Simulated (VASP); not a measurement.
A run of VASP 6.6.1 is set up as follows.

INCAR

```
SYSTEM = Ti
ALGO     = Fast           ! electronic algorithm
EDIFF    = 1E-6           ! SCF threshold, eV
ENCUT    = 520            ! plane-wave cutoff, eV
GGA      = PE             ! functional
ISIF     = 2              ! what is computed and relaxed
ISMEAR   = 0              ! smearing method
LASPH    = .True.         ! aspherical terms in the spheres
LCHARG   = .False.        ! write CHGCAR
LREAL    = .False.        ! projectors in reciprocal space
LWAVE    = .False.        ! write WAVECAR
NBANDS   = 25             ! bands
NELM     = 100            ! most SCF steps
PREC     = Accurate       ! precision mode
SIGMA    = 0.1            ! smearing width, eV
```

KPOINTS

```
k-points
0
Gamma
  12 12 18
  0 0 0
```

POSCAR

```
Ti
1.0
    4.7169223911      0.0000000000      0.0000000000
   -2.3584611956      4.0849746184      0.0000000000
    0.0000000000      0.0000000000      2.7999467491
Ti
3
Direct
    0.0000000000      0.0000000000      0.0000000000
    0.3333333333      0.6666666667      0.5000000000
    0.6666666667      0.3333333333      0.5000000000
```

Potentials or basis: VASP PAW PBE potentials, release 64 (Ti_sv).

The run is started by

```bash
$ cat potpaw_PBE.64/Ti_sv/POTCAR > POTCAR
$ mpirun -np 1 vasp_std > vasp.out
```

Question: Estimate the band gap on the k mesh.

Answer: Zero (bands 18 and 19 overlap by 0.30 eV).

Question: What does it give for the pressure?

Answer: -4.9 GPa.

Stress tensor (GPa, compression positive):
```
-7.29  0.00  0.00
 0.00 -7.29  0.00
 0.00  0.00 -0.24
```

Caveat: the cell differs from its parent crystal (biaxial strain in the a-b plane: +3.0 %, then relaxed in part); the cell stands under tension.
